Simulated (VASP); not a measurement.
The system is Si3N4.

```
Si N
1.0
     4.13078    0.00000    0.00000
     0.00000    4.13078    0.00000
     0.00000    0.00000    4.13078
Si N
3 4
Direct
  0.00000 0.00000 0.50000
  0.50000 0.00000 0.00000
  0.00000 0.50000 0.00000
  0.23952 0.23952 0.76048
  0.76048 0.76048 0.76048
  0.23952 0.76048 0.23952
  0.76048 0.23952 0.23952
```

| Property | Result |
| --- | --- |
| Program | VASP 6.6.1 |
| Task | relaxation of cell and atoms |
| Functional | LDA |
| Potentials or basis | VASP PAW LDA potentials, release 64 (Si, N) |
| Cutoff | 600 eV |
| k mesh | 7 × 7 × 7 |
| Occupations | fermi-dirac, width 0.05 eV |
| Spin | no spin polarisation |

At the start: pressure -8.9 GPa; volume 10.07 Å³/atom.

Question: How do energy, volume and symmetry change on relaxing?

Answer: Over 6 steps the energy falls by 10.4 meV/atom and the volume is 9.70 Å³/atom (-3.7 %); space group P-43m (No. 215, to 0.05 Å).

Step by step:
```csv
step,energy change (eV),largest force (eV/Å),pressure (GPa),volume (Å³)
1,0.0000,0.2956,-8.91,70.48
2,0.0813,0.8146,14.51,64.92
3,-0.0711,0.1213,-0.33,68.16
4,-0.0711,0.1301,-0.14,68.11
5,-0.0730,0.0402,0.00,67.95
6,-0.0731,0.0023,0.06,67.88
```

Final structure:
```yaml
crystal:
  lattice:
    - [4.07932, 0.00000, 0.00000]
    - [0.00000, 4.07932, 0.00000]
    - [0.00000, 0.00000, 4.07932]
  atoms:
    - { symbol: Si, position: [0.00000, 0.00000, 0.50000] }
    - { symbol: Si, position: [0.50000, 0.00000, 0.00000] }
    - { symbol: Si, position: [0.00000, 0.50000, 0.00000] }
    - { symbol: N, position: [0.23978, 0.23978, 0.76022] }
    - { symbol: N, position: [0.76022, 0.76022, 0.76022] }
    - { symbol: N, position: [0.23978, 0.76022, 0.23978] }
    - { symbol: N, position: [0.76022, 0.23978, 0.23978] }
```
